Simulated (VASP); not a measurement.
# CdF2 (Fm-3m) in VASP: further runs

Runs on CdF2. Level: PBE. Tasks: single point.

Program: VASP 6.6.1. These are calculated values, not measurements. Logs are shortened: lines on timing, memory, paths and dates and some standing lists are left out, and cuts for length are marked.

## (1) The cell of the first run

Symmetry: Fm-3m, No. 225, cubic system. The conventional cell has a = 5.388 Å, b = 5.388 Å, c = 5.388 Å, α = 90.00°, β = 90.00°, γ = 90.00°. Within 3.1 Å of Cd (site symmetry m-3m) lie 8 F at 2.33 Å. F (site symmetry -43m) has 4 Cd at 2.33 Å and 6 F at 2.69 Å within 3.1 Å.

## (2) Single point, PBE

File INCAR:

```
SYSTEM = CdF2
  PREC = Accurate
  ENCUT = 520
  EDIFF = 1E-7
  ISMEAR = 0
  SIGMA = 0.011
  LREAL = .FALSE.
  LASPH = .TRUE.
  NELM = 80
  ALGO = Normal
  ISIF = 2
  LWAVE = .FALSE.
  LCHARG = .FALSE.
  GGA = PE
  NBANDS = 20
```

File KPOINTS:

```
Automatic mesh
0
G
  9 9 9
  0 0 0
```

File POSCAR:

```
CdF2
1.0
    0.0000000000      2.6940000000      2.6940000000
    2.6940000000      0.0000000000      2.6940000000
    2.6940000000      2.6940000000      0.0000000000
Cd F
1 2
Direct
    0.0000000000      0.0000000000      0.0000000000
    0.7500000000      0.7500000000      0.7500000000
    0.2500000000      0.2500000000      0.2500000000
```

Potentials or basis: VASP PAW PBE potentials, release 64 (Cd, F).

The run is started by

```bash
$ cat potpaw_PBE.64/Cd/POTCAR potpaw_PBE.64/F/POTCAR > POTCAR
$ mpirun -np 1 vasp_std > vasp.out
```

OUTCAR:

```text
SYSTEM = CdF2
   PREC = Accurate
   ENCUT = 520
   EDIFF = 1E-7
   ISMEAR = 0
   LREAL = .FALSE.
   LASPH = .TRUE.
   NELM = 80
   ISIF = 2
   GGA = PE

 ion  position               nearest neighbor table
   1  0.000  0.000  0.000-   2 2.33   2 2.33   2 2.33   2 2.33   3 2.33   3 2.33   3 2.33   3 2.33

   2  0.750  0.750  0.750-   1 2.33   1 2.33   1 2.33   1 2.33
   3  0.250  0.250  0.250-   1 2.33   1 2.33   1 2.33   1 2.33

  LATTYP: Found a face centered cubic cell.
 ALAT       =     5.3880000000

  Lattice vectors:

 A1 = (   0.0000000000,   2.6940000000,   2.6940000000)
 A2 = (   2.6940000000,   0.0000000000,   2.6940000000)
 A3 = (   2.6940000000,   2.6940000000,   0.0000000000)

Analysis of symmetry for initial positions (statically):
=====================================================================
 Subroutine PRICEL returns:
 Original cell was already a primitive cell.

 Routine SETGRP: Setting up the symmetry group for a
 face centered cubic supercell.

 Subroutine GETGRP returns: Found 48 space group operations
 (whereof 48 operations were pure point group operations)
 out of a pool of 48 trial point group operations.

The static configuration has the point symmetry O_h .

Analysis of symmetry for dynamics (positions and initial velocities):
=====================================================================
 Subroutine PRICEL returns:
 Original cell was already a primitive cell.

 Routine SETGRP: Setting up the symmetry group for a
 face centered cubic supercell.

 Subroutine GETGRP returns: Found 48 space group operations
 (whereof 48 operations were pure point group operations)
 out of a pool of 48 trial point group operations.

The dynamic configuration has the point symmetry O_h .

 Subroutine INISYM returns: Found 48 space group operations
 (whereof 48 operations are pure point group operations),
 and found     1 'primitive' translations

----------------------------------------------------------------------------------------

                                     Primitive cell

  volume of cell :      39.1041

  direct lattice vectors                    reciprocal lattice vectors
     0.000000000  2.694000000  2.694000000    -0.185597624  0.185597624  0.185597624
     2.694000000  0.000000000  2.694000000     0.185597624 -0.185597624  0.185597624
     2.694000000  2.694000000  0.000000000     0.185597624  0.185597624 -0.185597624

  length of vectors
     3.809891337  3.809891337  3.809891337     0.321464515  0.321464515  0.321464515

  position of ions in fractional coordinates (direct lattice)
     0.000000000  0.000000000  0.000000000
     0.750000000  0.750000000  0.750000000
     0.250000000  0.250000000  0.250000000

  ion indices of the primitive-cell ions
   primitive index   ion index
                 1           1
                 2           2
                 3           3

----------------------------------------------------------------------------------------

 KPOINTS: Automatic mesh

Automatic generation of k-mesh.
 Grid dimensions read from file:
 generate k-points for:    9    9    9

 Generating k-lattice:

  Cartesian coordinates                     Fractional coordinates (reciprocal lattice)
    -0.020621958  0.020621958  0.020621958     0.111111111  0.000000000  0.000000000
     0.020621958 -0.020621958  0.020621958     0.000000000  0.111111111  0.000000000
     0.020621958  0.020621958 -0.020621958     0.000000000  0.000000000  0.111111111

  Length of vectors
     0.035718279  0.035718279  0.035718279

  Shift w.r.t. Gamma in fractional coordinates (k-lattice)
     0.000000000  0.000000000  0.000000000

 Subroutine IBZKPT returns following result:
 ===========================================

 Found     35 irreducible k-points:

 Following reciprocal coordinates:
            Coordinates               Weight
  0.000000  0.000000  0.000000      1.000000
  0.111111  0.000000  0.000000      8.000000
  0.222222  0.000000  0.000000      8.000000
  0.333333  0.000000  0.000000      8.000000
  0.444444  0.000000  0.000000      8.000000
  0.111111  0.111111  0.000000      6.000000
[... 16 lines left out ...]
 -0.333333  0.333333  0.000000     12.000000
  0.444444  0.444444  0.000000      6.000000
 [... further k-points ...]
   k-points           NKPTS =     35   k-points in BZ     NKDIM =     35   number of bands    NBANDS=     20
   number of dos      NEDOS =    301   number of ions     NIONS =      3
   total plane-waves  NPLWV =  21952
   dimension x,y,z NGX =    28 NGY =   28 NGZ =   28
   dimension x,y,z NGXF=    56 NGYF=   56 NGZF=   56
   ions per type =               1   2
   NGX,Y,Z   is equivalent  to a cutoff of  12.22, 12.22, 12.22 a.u.
   NGXF,Y,Z  is equivalent  to a cutoff of  24.44, 24.44, 24.44 a.u.
 SYSTEM =  CdF2
   PREC   = accura    normal or accurate (medium, high low for compatibility)
   ISTART =      0    job   : 0-new  1-cont  2-samecut
   ICHARG =      2    charge: 1-file 2-atom 10-const
   ISPIN  =      1    spin polarized calculation?
   LNONCOLLINEAR =      F non collinear calculations
   LSORBIT =      F    spin-orbit coupling
   LASPH  =      T    aspherical Exc in radial PAW
   ENCUT  =  520.0 eV  38.22 Ry    6.18 a.u.   7.08  7.08  7.08*2*pi/ulx,y,z
   NELM   =     80;   NELMIN=  2; NELMDL= -5     # of ELM steps
   EDIFF  = 0.1E-06   stopping-criterion for ELM
   LREAL  =      F    real-space projection
   EDIFFG = 0.1E-05   stopping-criterion for IOM
   NSW    =      0    number of steps for IOM
   IBRION =     -1    ionic relax: 0-MD 1-quasi-New 2-CG
   NFREE  =      0    steps in history (QN), initial steepest desc. (CG)
   ISIF   =      2    stress and relaxation
   ISYM   =      2    0-nonsym 1-usesym 2-fastsym
   POTIM  = 0.5000    time-step for ionic-motion
   TEBEG  =    0.0;   TEEND  =   0.0 temperature during run
   PSTRESS=    0.0 pullay stress
   NELECT =      26.0000    total number of electrons
   NUPDOWN=      -1.0000    fix difference up-down
   EMIN   =  10.00;   EMAX   =-10.00  energy-range for DOS
   EFERMI =   0.00;   METHOD = LEGACY
   ISMEAR =     0;   SIGMA  =   0.01  broadening in eV -4-tet -1-fermi 0-gaus
   EFERMI_NEDOS =   21; number of points for ismear=-14 and -15
   IALGO  =     38    algorithm
   IMIX   =      4    mixing-type and parameters
     AMIX     =   0.40;   BMIX     =  1.00
     AMIX_MAG =   1.60;   BMIX_MAG =  1.00
  volume/ion in A,a.u.               =      13.03        87.96
  Fermi-wavevector in a.u.,A,eV,Ry     =   1.428867  2.700166 27.778468  2.041660
  Thomas-Fermi vector in A             =   2.548882
   LORBIT       =      0    0 simple, 1 ext, 2 COOP (PROOUT), +10 PAW based schemes
   GGA     = PE    functional components
   LHFCALC =     F    Hartree Fock is set to
   AEXX    =    0.0000 exact exchange contribution
   IVDW    =     0    specifies the selected vdW correction
   LEPSILON=     F    determine dielectric tensor
   LRPA    =     F    only Hartree local field effects (RPA)
 non-spin polarized calculation
 Gauss-broadening in eV      SIGMA  =   0.01
  energy-cutoff  :      520.00
  volume of cell :       39.10
 maximum number of plane-waves:      1067
   NGX = 15   NGY = 15   NGZ = 15

 number of electron      25.9999990 magnetization

 Free energy of the ion-electron system (eV)
  ---------------------------------------------------
  ext. energy  EPLUGINS =         0.00000000
  ---------------------------------------------------
  free energy    TOTEN  =       -10.85931708 eV

  energy without entropy =      -10.85931708  energy(sigma->0) =      -10.85931708

 E-fermi :  -1.2857     XC(G=0): -10.4121

 val. band max:       -1.3401706349   @ k =  -0.3333   0.4444   0.2222
 cond. band min:       1.7564670533   @ k =   0.0000   0.0000   0.0000
 fundamental gap:      3.0966376882
 Fermi energy:        -1.2856959511

 k-point     1 :       0.0000    0.0000    0.0000
  band No.  band energies     occupation
      1     -22.1167      2.00000
      2     -21.0119      2.00000
      3      -6.9268      2.00000
      4      -6.9268      2.00000
      5      -6.9268      2.00000
      6      -5.7192      2.00000
[... 12 lines left out ...]
     19      18.5864      0.00000
     20      18.5864      0.00000

 k-point     2 :       0.1111    0.0000    0.0000
  band No.  band energies     occupation
      1     -22.0768      2.00000
      2     -21.0463      2.00000
      3      -6.8796      2.00000
      4      -6.8796      2.00000
      5      -6.7951      2.00000
      6      -5.7339      2.00000
[... 12 lines left out ...]
     19      18.2583      0.00000
     20      18.2583      0.00000

 k-point     3 :       0.2222    0.0000    0.0000
  band No.  band energies     occupation
      1     -21.9680      2.00000
      2     -21.1437      2.00000
      3      -6.7639      2.00000
      4      -6.7639      2.00000
      5      -6.4326      2.00000
      6      -5.7527      2.00000
[... 12 lines left out ...]
     19      17.6597      0.00000
     20      18.2220      0.00000

 k-point     4 :       0.3333    0.0000    0.0000
  band No.  band energies     occupation
      1     -21.8118      2.00000
      2     -21.2844      2.00000
      3      -6.6493      2.00000
      4      -6.6493      2.00000
      5      -5.9400      2.00000
      6      -5.7245      2.00000
[... 12 lines left out ...]
     19      17.1720      0.00000
     20      18.0079      0.00000

 k-point     5 :       0.4444    0.0000    0.0000
  band No.  band energies     occupation
      1     -21.6385      2.00000
      2     -21.4450      2.00000
      3      -6.5931      2.00000
      4      -6.5931      2.00000
      5      -5.6608      2.00000
      6      -5.6608      2.00000
[... 12 lines left out ...]
     19      16.9091      0.00000
     20      17.5235      0.00000
[... 353 lines left out ...]
      6      -5.6296      2.00000
[... 12 lines left out ...]
     19      18.9032      0.00000
     20      19.6504      0.00000

 k-point    22 :      -0.4444    0.3333    0.0000
  band No.  band energies     occupation
      1     -21.6014      2.00000
      2     -21.4413      2.00000
      3      -6.5146      2.00000
      4      -6.1310      2.00000
      5      -5.9043      2.00000
      6      -5.7166      2.00000
[... 12 lines left out ...]
     19      19.3264      0.00000
     20      19.5170      0.00000

 k-point    23 :      -0.3333    0.3333    0.0000
  band No.  band energies     occupation
      1     -21.5347      2.00000
      2     -21.5148      2.00000
      3      -6.4659      2.00000
      4      -6.1836      2.00000
      5      -5.8431      2.00000
      6      -5.7196      2.00000
[... 12 lines left out ...]
     19      18.1552      0.00000
     20      20.4497      0.00000

 k-point    24 :       0.4444    0.4444    0.0000
  band No.  band energies     occupation
      1     -21.6635      2.00000
      2     -21.3738      2.00000
      3      -6.6700      2.00000
      4      -6.0266      2.00000
      5      -6.0266      2.00000
      6      -5.6070      2.00000
[... 12 lines left out ...]
     19      18.2491      0.00000
     20      20.0472      0.00000

 [... further k-points ...]

------------------------ aborting loop because EDIFF is reached ----------------------------------------

  FORCE on cell =-STRESS in cart. coord.  units (eV):
  Direction    XX          YY          ZZ          XY          YZ          ZX
  --------------------------------------------------------------------------------------
  -------------------------------------------------------------------------------------
  Total        1.5100872      1.5100872      1.5100872      0.0000000     -0.0000000      0.0000000
  in kB       61.8713841     61.8713841     61.8713841      0.0000000     -0.0000000      0.0000000
  external PRESSURE =      61.8713841 kB  Pullay stress =       0.0000000 kB

 VOLUME and BASIS-vectors are now :
 -----------------------------------------------------------------------------
  energy-cutoff  :      520.00
  volume of cell :       39.10
      direct lattice vectors                 reciprocal lattice vectors
     0.000000000  2.694000000  2.694000000    -0.185597624  0.185597624  0.185597624
     2.694000000  0.000000000  2.694000000     0.185597624 -0.185597624  0.185597624
     2.694000000  2.694000000  0.000000000     0.185597624  0.185597624 -0.185597624

 POSITION                                       TOTAL-FORCE (eV/Angst)
 -----------------------------------------------------------------------------------
      0.00000      0.00000      0.00000         0.000000     -0.000000     -0.000000
      4.04100      4.04100      4.04100         0.000000      0.000000      0.000000
      1.34700      1.34700      1.34700        -0.000000     -0.000000     -0.000000
 -----------------------------------------------------------------------------------
    total drift:                                0.000000      0.000000      0.000000

  FREE ENERGIE OF THE ION-ELECTRON SYSTEM (eV)
  ---------------------------------------------------
  free  energy   TOTEN  =       -10.8593170766 eV

  energy  without entropy=      -10.8593170766  energy(sigma->0) =      -10.85931708
```

Run time: 30 s. Hardware: 1 thread of Intel Xeon 8259CL, shared host; peak memory 0.17 GiB.

Results:

```
Free energy            : -10.8593 eV
Pressure               : 6.2 GPa
Band gap on the k mesh : 3.10 eV (least direct gap 3.57 eV)
```

Caveat: the cell stands under pressure; an odd mesh through Γ misses points on the zone boundary, where band edges can lie.

## (3) Single point, PBE

This run uses another cell than the first one, of 13.72 Å³/atom.

File INCAR:

```
ALGO = Normal ; EDIFF = 1E-7
ENCUT = 520 ; GGA = PE
ISIF = 2 ; ISMEAR = -1
LASPH = True ; LCHARG = False
LREAL = False ; LWAVE = False
NBANDS = 20 ; NELM = 80
PREC = Accurate ; SIGMA = 0.05
```

File KPOINTS:

```
k-points
0
Gamma
  9 9 9
```

File POSCAR:

```
CdF2
1.0
    0.0000000000      2.7407278054      2.7407278054
    2.7407278054      0.0000000000      2.7407278054
    2.7407278054      2.7407278054      0.0000000000
Cd F
1 2
Direct
    0.0000000000      0.0000000000      0.0000000000
    0.7500000000      0.7500000000      0.7500000000
    0.2500000000      0.2500000000      0.2500000000
```

Potentials or basis: VASP PAW PBE potentials, release 64 (Cd, F).

The run is started by

```bash
$ cat potpaw_PBE.64/Cd/POTCAR potpaw_PBE.64/F/POTCAR > POTCAR
$ mpirun -np 1 vasp_std > vasp.out
```

Run time: 41 s. Hardware: 1 thread of Intel Xeon 8259CL, shared host; peak memory 0.18 GiB.

It converged, with:

- Free energy: -10.9052 eV
- Pressure: 0.5 GPa
- Band gap on the k mesh: 2.91 eV (least direct gap 3.44 eV)

Levels at points of the mesh, in eV from the valence-band top:
| k point | band 9 | band 10 | band 11 | band 12 | band 13 | band 14 | band 15 | band 16 | band 17 | band 18 |
| --- | --- | --- | --- | --- | --- | --- | --- | --- | --- | --- |
| (0.00, 0.00, 0.00) | -0.82 | -0.82 | -0.53 | -0.53 | -0.53 | 2.91 | 12.48 | 12.48 | 12.48 | 17.20 |

Caveat: an odd mesh through Γ misses points on the zone boundary, where band edges can lie. PBE gaps usually lie below the measured ones, often by a third to a half.

## (4) Single point, PBE (12.25 Å³/atom)

This run uses another cell than the first one, of 12.25 Å³/atom.

File INCAR:

```
PREC = Accurate
ENCUT = 520
EDIFF = 1E-7
ISMEAR = -1
SIGMA = 0.05
LREAL = False
LASPH = True
NELM = 80
ALGO = Normal
ISIF = 2
LWAVE = False
LCHARG = True
GGA = PE
LELF = True
LVHAR = True
NBANDS = 20
```

File KPOINTS:

```
Automatic mesh
0
Gamma
  9 9 9
```

File POSCAR:

```
CdF2
1.0
    0.0000000000      2.6390049769      2.6390049769
    2.6390049769      0.0000000000      2.6390049769
    2.6390049769      2.6390049769      0.0000000000
Cd F
1 2
Direct
    0.0000000000      0.0000000000      0.0000000000
    0.7500000000      0.7500000000      0.7500000000
    0.2500000000      0.2500000000      0.2500000000
```

The run is started by

```bash
$ cat potpaw_PBE.64/Cd/POTCAR potpaw_PBE.64/F/POTCAR > POTCAR
$ mpirun -np 1 vasp_std > vasp.out
```

Wall time 38 s (1 thread of Intel Xeon Platinum 8175M at 2.50GHz (Skylake/Cascade Lake), shared host); peak memory 0.17 GiB.

The run converged. Its results:

```
Free energy            : -10.7025 eV
Pressure               : 15.0 GPa
Band gap on the k mesh : 3.32 eV (least direct gap 3.70 eV)
```

Levels at points of the mesh, in eV from the valence-band top:
```csv
k point,band 10,band 11,band 12,band 13,band 14,band 15,band 16,band 17
"(0.00, 0.00, 0.00)",-1.11,-0.38,-0.38,-0.38,3.32,13.02,13.02,13.02
```

Caveat: the cell stands under pressure; an odd mesh through Γ misses points on the zone boundary, where band edges can lie.

(Continued in part 2 of 2.)
